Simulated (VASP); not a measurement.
# ZrO2 (P4_2/nmc) in VASP: notebook

ZrO2 is run at these levels: PBEsol; tasks: vibrations by perturbation theory.

Program: VASP 6.6.1. These are calculated values, not measurements. Logs are shortened: lines on timing, memory, paths and dates and some standing lists are left out, and cuts for length are marked.

## 1. The cell of the first run

It takes space group P4_2/nmc (No. 137, tetragonal). Conventional cell: a = 3.584 Å, b = 3.584 Å, c = 5.177 Å, α = 90.00°, β = 90.00°, γ = 90.00°. Zr (site symmetry -4m2) has 8 O at 2.07 to 2.37 Å within 2.7 Å. Within 2.7 Å of O (site symmetry 2mm) lie 4 Zr at 2.07 to 2.37 Å and 6 O at 2.58 to 2.59 Å.

## 2. Vibrations by perturbation theory, PBEsol

The input, INCAR:

```
SYSTEM = ZrO2
  ALGO = Normal
  EDIFF = 1E-8
  ENCUT = 600
  GGA = PS
  GGA_COMPAT = .FALSE.
  IBRION = 8
  ISIF = 2
  ISMEAR = 0
  LASPH = .TRUE.
  LCHARG = .FALSE.
  LEPSILON = .TRUE.
  LREAL = .FALSE.
  LWAVE = .FALSE.
  NBANDS = 33
  NELM = 120
  NSW = 1
  PREC = Accurate
  SIGMA = 0.01
```

The input, KPOINTS:

```
Automatic mesh
0
Gamma
  6 6 4
  0.5 0.5 0.5
```

The input, POSCAR:

```
ZrO2
1.0
    3.5844768324      0.0000000000      0.0000000000
    0.0000000000      3.5844768324      0.0000000000
    0.0000000000      0.0000000000      5.1771664711
Zr O
2 4
Direct
    0.0000000000      0.0000000000      0.0000000000
    0.5000000000      0.5000000000      0.5000000000
    0.0000000000      0.5000000000      0.2014759672
    0.0000000000      0.5000000000      0.7014759672
    0.5000000000      0.0000000000      0.2985240328
    0.5000000000      0.0000000000      0.7985240328
```

Potentials or basis: VASP PAW PBE potentials, release 64 (Zr_sv, O).

On the command line:

```console
$ cat potpaw_PBE.64/Zr_sv/POTCAR potpaw_PBE.64/O/POTCAR > POTCAR
$ mpirun -np 1 vasp_std > vasp.out
```

OUTCAR:

```text
SYSTEM = ZrO2
   EDIFF = 1E-8
   ENCUT = 600
   GGA = PS
   IBRION = 8
   ISIF = 2
   ISMEAR = 0
   LASPH = .TRUE.
   LEPSILON = .TRUE.
   LREAL = .FALSE.
   NELM = 120
   NSW = 1
   PREC = Accurate

 ion  position               nearest neighbor table
   1  0.000  0.000  0.000-   3 2.07   6 2.07   3 2.07   6 2.07   5 2.37   4 2.37   5 2.37   4 2.37
                             2 3.62   2 3.62   2 3.62   2 3.62   2 3.62   2 3.62   2 3.62   2 3.62
   2  0.500  0.500  0.500-   4 2.07   5 2.07   5 2.07   4 2.07   3 2.37   6 2.37   3 2.37   6 2.37
                             1 3.62   1 3.62   1 3.62   1 3.62   1 3.62   1 3.62   1 3.62   1 3.62
   3  0.000  0.500  0.201-   1 2.07   1 2.07   2 2.37   2 2.37
   4  0.000  0.500  0.701-   2 2.07   2 2.07   1 2.37   1 2.37
   5  0.500  0.000  0.299-   2 2.07   2 2.07   1 2.37   1 2.37
   6  0.500  0.000  0.799-   1 2.07   1 2.07   2 2.37   2 2.37

  LATTYP: Found a simple tetragonal cell.
 ALAT       =     3.5844768324
 C/A-ratio  =     1.4443297343

  Lattice vectors:

 A1 = (   3.5844768324,   0.0000000000,   0.0000000000)
 A2 = (   0.0000000000,   3.5844768324,   0.0000000000)
 A3 = (   0.0000000000,   0.0000000000,   5.1771664711)

Analysis of symmetry for initial positions (statically):
=====================================================================
 Subroutine PRICEL returns:
 Original cell was already a primitive cell.

 Routine SETGRP: Setting up the symmetry group for a
 simple tetragonal supercell.

 Subroutine GETGRP returns: Found 16 space group operations
 (whereof  8 operations were pure point group operations)
 out of a pool of 16 trial point group operations.

The static configuration has the point symmetry D_2d.
 The point group associated with its full space group is D_4h.

Analysis of symmetry for dynamics (positions and initial velocities):
=====================================================================
 Subroutine PRICEL returns:
 Original cell was already a primitive cell.

 Routine SETGRP: Setting up the symmetry group for a
 simple tetragonal supercell.

 Subroutine GETGRP returns: Found 16 space group operations
 (whereof  8 operations were pure point group operations)
 out of a pool of 16 trial point group operations.

The dynamic configuration has the point symmetry D_2d.
 The point group associated with its full space group is D_4h.

 Subroutine INISYM returns: Found 16 space group operations
 (whereof  8 operations are pure point group operations),
 and found     1 'primitive' translations

----------------------------------------------------------------------------------------

[... 676 lines left out ...]
  x    -0.00000     0.00000     0.00000     0.00000     0.00000     0.00000
  y    -0.00000     0.00000     0.00000     0.00000     0.00000     0.00000
  z     0.00000     0.00000     0.00000     0.00000     0.00000     0.00000

 PIEZOELECTRIC TENSOR (including local field effects)  for field in x, y, z        (C/m^2)
          XX          YY          ZZ          XY          YZ          ZX
  --------------------------------------------------------------------------------
  x    -0.00000     0.00000     0.00000     0.00000     0.00000     0.00000
  y    -0.00000     0.00000     0.00000     0.00000     0.00000     0.00000
  z     0.00000     0.00000     0.00000     0.00000     0.00000     0.00000

 BORN EFFECTIVE CHARGES (including local field effects) (in |e|, cummulative output)
 ---------------------------------------------------------------------------------
 ion    1
    1     5.75860     0.00000    -0.00000
    2     0.00000     5.75860     0.00000
    3     0.00000     0.00000     4.96154
 ion    2
    1     5.75860     0.00000    -0.00000
    2     0.00000     5.75860     0.00000
    3     0.00000     0.00000     4.96154
 ion    3
    1    -2.11784     0.00000     0.00000
    2     0.00000    -3.64076     0.00000
    3     0.00000     0.00000    -2.48077
 ion    4
    1    -3.64076     0.00000     0.00000
    2     0.00000    -2.11784     0.00000
    3     0.00000     0.00000    -2.48077
 ion    5
    1    -2.11784     0.00000    -0.00000
    2     0.00000    -3.64076     0.00000
    3     0.00000     0.00000    -2.48077
 ion    6
    1    -3.64076     0.00000     0.00000
    2     0.00000    -2.11784     0.00000
    3     0.00000     0.00000    -2.48077

 INTERNAL STRAIN TENSOR FOR ION    6 for displacements in x,y,z  (eV/Angst):
          X           Y           Z          XY          YZ          ZX
  --------------------------------------------------------------------------------
  x     0.00000     0.00000     0.00000     0.00000     0.00000     8.71376
  y     0.00000     0.00000     0.00000     0.00000    -3.14133     0.00000
  z    11.11142    -3.89479     7.95348     0.00000     0.00000     0.00000

 SECOND DERIVATIVES (NOT SYMMETRIZED)
 ------------------------------------
               1X          1Y          1Z          2X          2Y          2Z          3X          3Y          3Z          4X          4Y          4Z          5X          5Y          5Z          6X          6Y          6Z
  1X    -8.817965    0.000000    0.000000    0.416699    0.000000    0.000000    1.219740    0.000000    0.000000    0.787624    0.000000    0.000000   -1.598048    0.000000    0.000000    7.991950    0.000000    0.000000
  1Y     0.000000   -8.817965    0.000000    0.000000    0.416699    0.000000    0.000000    7.991950    0.000000    0.000000   -1.598048    0.000000    0.000000    0.787624    0.000000    0.000000    1.219740    0.000000
  1Z     0.000000    0.000000  -24.314263    0.000000    0.000000   14.728233    0.000000    0.000000    5.975574    0.000000    0.000000   -1.182559    0.000000    0.000000   -1.182559    0.000000    0.000000    5.975574
  2X     0.416699    0.000000    0.000000   -8.817965    0.000000    0.000000   -1.598048    0.000000    0.000000    7.991950    0.000000    0.000000    1.219740    0.000000    0.000000    0.787624    0.000000    0.000000
  2Y     0.000000    0.416699    0.000000    0.000000   -8.817965    0.000000    0.000000    0.787624    0.000000    0.000000    1.219740    0.000000    0.000000    7.991950    0.000000    0.000000   -1.598048    0.000000
  2Z     0.000000    0.000000   14.728233    0.000000    0.000000  -24.314263    0.000000    0.000000   -1.182559    0.000000    0.000000    5.975574    0.000000    0.000000    5.975574    0.000000    0.000000   -1.182559
  3X     1.215639    0.000000    0.000000   -1.602324    0.000000    0.000000   -6.016904    0.000000    0.000000    0.800883    0.000000    0.000000    5.199451    0.000000    0.000000    0.403254    0.000000    0.000000
  3Y     0.000000    7.992256    0.000000    0.000000    0.793199    0.000000    0.000000  -16.832619    0.000000    0.000000    0.796052    0.000000    0.000000    6.850005    0.000000    0.000000    0.401107    0.000000
  3Z     0.000000    0.000000    5.972355    0.000000    0.000000   -1.187108    0.000000    0.000000  -13.155141    0.000000    0.000000    8.396607    0.000000    0.000000   -1.313230    0.000000    0.000000    1.286517
  4X     0.793199    0.000000    0.000000    7.992256    0.000000    0.000000    0.796052    0.000000    0.000000  -16.832619    0.000000    0.000000    0.401107    0.000000    0.000000    6.850005    0.000000    0.000000
  4Y     0.000000   -1.602324    0.000000    0.000000    1.215639    0.000000    0.000000    0.800883    0.000000    0.000000   -6.016904    0.000000    0.000000    0.403254    0.000000    0.000000    5.199451    0.000000
  4Z     0.000000    0.000000   -1.187108    0.000000    0.000000    5.972355    0.000000    0.000000    8.396607    0.000000    0.000000  -13.155141    0.000000    0.000000    1.286517    0.000000    0.000000   -1.313230
  5X    -1.602324    0.000000    0.000000    1.215639    0.000000    0.000000    5.199451    0.000000    0.000000    0.403254    0.000000    0.000000   -6.016904    0.000000    0.000000    0.800883    0.000000    0.000000
  5Y     0.000000    0.793199    0.000000    0.000000    7.992256    0.000000    0.000000    6.850005    0.000000    0.000000    0.401107    0.000000    0.000000  -16.832619    0.000000    0.000000    0.796052    0.000000
  5Z     0.000000    0.000000   -1.187108    0.000000    0.000000    5.972355    0.000000    0.000000   -1.313230    0.000000    0.000000    1.286517    0.000000    0.000000  -13.155141    0.000000    0.000000    8.396607
  6X     7.992256    0.000000    0.000000    0.793199    0.000000    0.000000    0.401107    0.000000    0.000000    6.850005    0.000000    0.000000    0.796052    0.000000    0.000000  -16.832619    0.000000    0.000000
  6Y     0.000000    1.215639    0.000000    0.000000   -1.602324    0.000000    0.000000    0.403254    0.000000    0.000000    5.199451    0.000000    0.000000    0.800883    0.000000    0.000000   -6.016904    0.000000
  6Z     0.000000    0.000000    5.972355    0.000000    0.000000   -1.187108    0.000000    0.000000    1.286517    0.000000    0.000000   -1.313230    0.000000    0.000000    8.396607    0.000000    0.000000  -13.155141

 Eigenvectors and eigenvalues of the dynamical matrix
 ----------------------------------------------------

   1 f  =   19.207142 THz   120.682033 2PiTHz  640.681295 cm-1    79.434321 meV
             X         Y         Z           dx          dy          dz
      0.000000  0.000000  0.000000     0.000000    0.000000   -0.000000
      1.792238  1.792238  2.588583    -0.000000   -0.000000    0.000000
      0.000000  1.792238  1.043075    -0.000000   -0.000000    0.500000
      0.000000  1.792238  3.631658     0.000000    0.000000   -0.500000
      1.792238  0.000000  1.545509     0.000000    0.000000    0.500000
      1.792238  0.000000  4.134092    -0.000000   -0.000000   -0.500000
[... 145 lines left out ...]
  18 f/i=    0.003535 THz     0.022213 2PiTHz    0.117927 cm-1     0.014621 meV
             X         Y         Z           dx          dy          dz
      0.000000  0.000000  0.000000    -0.000000   -0.000000    0.608276
      1.792238  1.792238  2.588583    -0.000000   -0.000000    0.608276
      0.000000  1.792238  1.043075    -0.000000   -0.000000    0.254952
      0.000000  1.792238  3.631658    -0.000000   -0.000000    0.254952
      1.792238  0.000000  1.545509    -0.000000   -0.000000    0.254952
      1.792238  0.000000  4.134092    -0.000000   -0.000000    0.254952

--------------------------------------------------------------------------------------------------------

 MACROSCOPIC STATIC DIELECTRIC TENSOR IONIC CONTRIBUTION
 ------------------------------------------------------
          59.972514    -0.000000     0.000000
          -0.000000    59.972514     0.000000
           0.000000     0.000000    13.979181
 ------------------------------------------------------

 ELASTIC MODULI CONTR FROM IONIC RELAXATION (kBar)
 Direction    XX          YY          ZZ          XY          YZ          ZX
 --------------------------------------------------------------------------------
 XX        -750.3205    220.1229   -584.3334      0.0000      0.0000     -0.0000
 YY         220.1229   -750.3205   -584.3334      0.0000      0.0000      0.0000
 ZZ        -584.3334   -584.3334  -1287.9931      0.0000      0.0000      0.0000
 XY           0.0000      0.0000      0.0000      0.0000      0.0000      0.0000
 YZ           0.0000      0.0000      0.0000      0.0000   -703.4094     -0.0000
 ZX          -0.0000      0.0000      0.0000      0.0000     -0.0000   -706.7364
 --------------------------------------------------------------------------------

 PIEZOELECTRIC TENSOR IONIC CONTR  for field in x, y, z        (C/m^2)
          XX          YY          ZZ          XY          YZ          ZX
  --------------------------------------------------------------------------------
  x     0.00000     0.00000     0.00000     0.00000     0.00000     0.00000
  y     0.00000     0.00000     0.00000     0.00000    -0.00000    -0.00000
  z     0.00000    -0.00000     0.00000     0.00000    -0.00000     0.00000
```

Run time: 22 min. Hardware: 1 thread of Intel Xeon Platinum 8488C (Sapphire Rapids), shared host; peak memory 0.45 GiB.

Results:

| Property | Result |
| --- | --- |
| Electronic dielectric tensor (diagonal) | 5.79, 5.79, 5.17 |
| Born charges (mean of the diagonal) | Zr +5.49; O -2.75 e |
| Highest phonon frequency at Γ, LO-TO splitting left out | 641 cm⁻¹ |

Phonon frequencies in cm⁻¹ (negative: imaginary):
```tsv
q point	frequencies
(0.000, 0.000, 0.000)	0 0 0 116 116 136 136 284 306 332 439 439 442 442 587 640 640 641
```

Electronic dielectric tensor:
```
5.79 0.00 0.00
0.00 5.79 0.00
0.00 0.00 5.17
```

Born effective charge tensors (e):
atom 1, Zr
```
5.76 0.00 0.00
0.00 5.76 0.00
0.00 0.00 4.96
```
atom 2, Zr
```
5.76 0.00 0.00
0.00 5.76 0.00
0.00 0.00 4.96
```
atom 3, O
```
-2.12  0.00  0.00
 0.00 -3.64  0.00
 0.00  0.00 -2.48
```
atom 4, O
```
-3.64  0.00  0.00
 0.00 -2.12  0.00
 0.00  0.00 -2.48
```
atom 5, O
```
-2.12  0.00  0.00
 0.00 -3.64  0.00
 0.00  0.00 -2.48
```
atom 6, O
```
-3.64  0.00  0.00
 0.00 -2.12  0.00
 0.00  0.00 -2.48
```

## 3. Vibrations by perturbation theory, PBEsol

The input, INCAR:

```
SYSTEM = ZrO2
PREC = Accurate
ENCUT = 600
EDIFF = 1E-8
ISMEAR = 0
SIGMA = 0.01
LREAL = .FALSE.
LASPH = .TRUE.
NELM = 120
ALGO = Normal
ISIF = 2
LWAVE = .FALSE.
LCHARG = .FALSE.
GGA = PS
IBRION = 8
NSW = 1
GGA_COMPAT = .FALSE.
```

The input, KPOINTS:

```
Automatic mesh
0
G
  6 6 4
  0 0 0
```

POSCAR is that of step 2.

Potentials or basis: VASP PAW PBE potentials, release 64 (Zr_sv, O).

On the command line:

```console
$ cat potpaw_PBE.64/Zr_sv/POTCAR potpaw_PBE.64/O/POTCAR > POTCAR
$ mpirun -np 1 vasp_std > vasp.out
```

OUTCAR:

```text
SYSTEM = ZrO2
   PREC = Accurate
   ENCUT = 600
   EDIFF = 1E-8
   ISMEAR = 0
   LREAL = .FALSE.
   LASPH = .TRUE.
   NELM = 120
   ISIF = 2
   GGA = PS
   IBRION = 8
   NSW = 1

 ion  position               nearest neighbor table
   1  0.000  0.000  0.000-   3 2.07   6 2.07   3 2.07   6 2.07   5 2.37   4 2.37   5 2.37   4 2.37
                             2 3.62   2 3.62   2 3.62   2 3.62   2 3.62   2 3.62   2 3.62   2 3.62
   2  0.500  0.500  0.500-   4 2.07   5 2.07   5 2.07   4 2.07   3 2.37   6 2.37   3 2.37   6 2.37
[... 1050 lines left out ...]

   1 f  =   19.212480 THz   120.715570 2PiTHz  640.859342 cm-1    79.456396 meV
             X         Y         Z           dx          dy          dz
      0.000000  0.000000  0.000000     0.000000    0.000000   -0.000000
      1.792238  1.792238  2.588583    -0.000000   -0.000000   -0.000000
      0.000000  1.792238  1.043075    -0.000000   -0.000000    0.500000
      0.000000  1.792238  3.631658     0.000000    0.000000   -0.500000
      1.792238  0.000000  1.545509     0.000000    0.000000    0.500000
      1.792238  0.000000  4.134092    -0.000000   -0.000000   -0.500000
[... 145 lines left out ...]
  18 f/i=    0.021243 THz     0.133471 2PiTHz    0.708575 cm-1     0.087852 meV
             X         Y         Z           dx          dy          dz
      0.000000  0.000000  0.000000     0.600747   -0.084976    0.000000
      1.792238  1.792238  2.588583     0.600747   -0.084976    0.000000
      0.000000  1.792238  1.043075     0.256109   -0.035702    0.000000
      0.000000  1.792238  3.631658     0.252396   -0.036227    0.000000
      1.792238  0.000000  1.545509     0.256109   -0.035702    0.000000
      1.792238  0.000000  4.134092     0.252396   -0.036227    0.000000

--------------------------------------------------------------------------------------------------------

 ELASTIC MODULI CONTR FROM IONIC RELAXATION (kBar)
 Direction    XX          YY          ZZ          XY          YZ          ZX
 --------------------------------------------------------------------------------
 XX        -753.7799    224.4267   -583.9904      0.0000      0.0000     -0.0000
 YY         224.4267   -753.7799   -583.9904      0.0000     -0.0000      0.0000
 ZZ        -583.9904   -583.9904  -1288.5339      0.0000     -0.0000      0.0000
 XY           0.0000      0.0000      0.0000      0.0000      0.0000      0.0000
 YZ           0.0000     -0.0000     -0.0000      0.0000   -678.7275      0.0000
 ZX          -0.0000      0.0000      0.0000      0.0000     -0.0000   -681.3624
 --------------------------------------------------------------------------------
```

Wall time 14 min (1 thread of Intel Xeon 6975P-C (Granite Rapids), shared host); peak memory 0.55 GiB.

Results:

```yaml
Highest_phonon_frequency_at_Γ_LO-TO_splitting_left_out: 641 cm⁻¹
```

Phonon frequencies in cm⁻¹ (negative: imaginary):
| q point | frequencies |
| --- | --- |
| (0.000, 0.000, 0.000) | -1 -1 0 116 116 136 136 284 306 332 439 439 442 442 587 640 640 641 |

[end of part 1 of 2]
